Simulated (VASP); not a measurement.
Runs of VASP 6.6.1 on NbAs. The structure is that of space group Fm-3m (No. 225), or close to it. The cells are those of the table. 

```csv
cell,gap on the mesh (eV),pressure (GPa)
"a = 3.684 Å, angles 60.0°, 2 atoms",none,(b)
"a = 3.634 Å, angles 60.0°, 2 atoms",none,7.4
"a = 3.681 Å, angles 60.0°, 2 atoms",none,0.6
"a = 3.686 Å, angles 60.0°, 2 atoms",none,-0.1
"a = 3.721, b = 3.684 Å, angles 60.3, 59.3, 60.3°, 2 atoms",none,(a)
"a = 3.660 Å, angles 60.0°, 2 atoms",none,3.6
```

Alike in all rows: task single point; level PBEsol; potentials or basis VASP PAW PBE potentials, release 64 (Nb_sv, As); no spin polarisation; k mesh 10 × 10 × 10; cutoff (eV) 520; smearing gaussian 0.05 eV.

**Question.** Fill in the values left out.

**Answer.** (a) -2.7; (b) 0.2.

Caveats: the PAW data sets were made with another functional, which shifts forces and pressure a little.

A k mesh can miss the band edges, and the runs leave out spin-orbit coupling on As, Nb.

A gap of «none» marks levels without a gap at the run's occupations.
